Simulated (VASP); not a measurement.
The system is KF.

```
K F
1.0
     0.00000    2.67350    2.67350
     2.67350    0.00000    2.67350
     2.67350    2.67350    0.00000
K F
1 1
Direct
  0.00000 0.00000 0.00000
  0.50000 0.50000 0.50000
```

Base run:

- Program: VASP 6.6.1
- Functional: r2SCAN
- Dispersion: D4
- Potentials or basis: VASP PAW PBE potentials, release 64 (K_sv, F)
- Cutoff: 520 eV
- k mesh: 8 × 8 × 8
- Occupations: gaussian, width 0.05 eV
- Spin: no spin polarisation

Its results: band gap on the k mesh 6.82 eV, direct; pressure -0.8 GPa.

Question: After a change of settings the same cell gave: band gap on the k mesh 6.02 eV, direct; pressure -2.1 GPa. Which change was it?
A. functional from r2SCAN to PBEsol; dispersion from D4 to D3(BJ)
B. functional from r2SCAN to revPBE; dispersion from D4 to none
C. functional from r2SCAN to PBE; further incar settings from ALGO = Normal; EDIFF = 1e-06; NBANDS = 15 to ALGO = Normal; EDIFF = 1e-07; NBANDS = 15
D. functional from r2SCAN to RPBE; dispersion from D4 to none

Answer: A.

Caveats: the PAW data sets were made with another functional, which shifts forces and pressure a little.
